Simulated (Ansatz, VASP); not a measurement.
**FeCo: VASP beside Ansatz**

INCAR

```
SYSTEM = FeCo
PREC     = Accurate       ! precision mode
ENCUT    = 520            ! plane-wave cutoff, eV
EDIFF    = 1E-8           ! SCF threshold, eV
ISMEAR   = -1             ! smearing method
SIGMA    = 0.05           ! smearing width, eV
LREAL    = .False.        ! projectors in reciprocal space
LASPH    = .True.         ! aspherical terms in the spheres
NELM     = 200            ! most SCF steps
ALGO     = Normal         ! electronic algorithm
ISIF     = 2              ! what is computed and relaxed
LWAVE    = .False.        ! write WAVECAR
LCHARG   = .False.        ! write CHGCAR
ISPIN    = 2              ! spin polarisation
MAGMOM   = 3 2            ! initial moments
LORBIT   = 11             ! projections on sites
LMAXMIX  = 4              ! l up to which the mixer works
GGA      = PS             ! functional
LEFG     = .True.       
NBANDS   = 20             ! bands
GGA_COMPAT= .False.
```

Contents of KPOINTS:

```
regular mesh
0
Gamma
  13 13 13
  0 0 0
```

Contents of POSCAR:

```
FeCo
1.0
    2.8570000000      0.0000000000      0.0000000000
    0.0000000000      2.8570000000      0.0000000000
    0.0000000000      0.0000000000      2.8570000000
Fe Co
1 1
Direct
    0.5000000000      0.5000000000      0.5000000000
    0.0000000000      0.0000000000      0.0000000000
```

Input for Ansatz:

```yaml
crystal:
  lattice:
    - [2.857, 0.0, 0.0]
    - [0.0, 2.857, 0.0]
    - [0.0, 0.0, 2.857]
  atoms:
    - { symbol: Fe, position: [0.5, 0.5, 0.5], spin: 3.0 }
    - { symbol: Co, position: [0.0, 0.0, 0.0], spin: 2.0 }
magnetization:
  spin_polarized: true
kpoints:
  mp_grid: { grid: [13, 13, 13] }
  band_path:
    path:
      - [0.0, 0.0, 0.0]
      - [0.0, 0.5, 0.0]
      - [0.5, 0.5, 0.0]
      - [0.0, 0.0, 0.0]
      - [0.5, 0.5, 0.5]
      - [0.0, 0.5, 0.0]
      - [0.5, 0.5, 0.5]
      - [0.5, 0.5, 0.0]
    npoints: 5
scf:
  occupations: { method: fermi_dirac, width: 0.05 }
hamiltonian:
  xc: pbesol
  pseudopotentials: { kind: paw }
output:
  forces: true
  stress: true
  eigenvalues: true
  efg: { contact_densities: true }
```

Alike in both runs: task electric field gradients; functional PBEsol; k mesh 13 × 13 × 13; occupations fermi-dirac, width 0.05 eV; collinear spin.

|  | VASP | Ansatz |
| --- | --- | --- |
| version | VASP 6.6.1 | Ansatz 0.2.0 |
| potentials or method | VASP PAW PBE potentials, release 64 (Fe, Co) | PAW with Ansatz's default frozen-core files, scalar-relativistic |
| plane-wave cutoff (eV) | 520 | 420 |
| valence electrons in the cell | 17 | 33 |

```csv
,VASP,Ansatz,Ansatz less VASP
pressure (GPa),-11.7,-11.4,+0.36
net moment per atom (μB),2.26,2.27,+0.010
size of the moment on the site where the two differ most (μB),1.76,1.83,+0.068
```

VASP's potentials were made for PBE, not for PBEsol. Site moments also hang on the region over which each program counts them. VASP's potentials hold 17 valence electrons a cell and Ansatz's 33, so a difference there can come from the potentials and not from the codes.
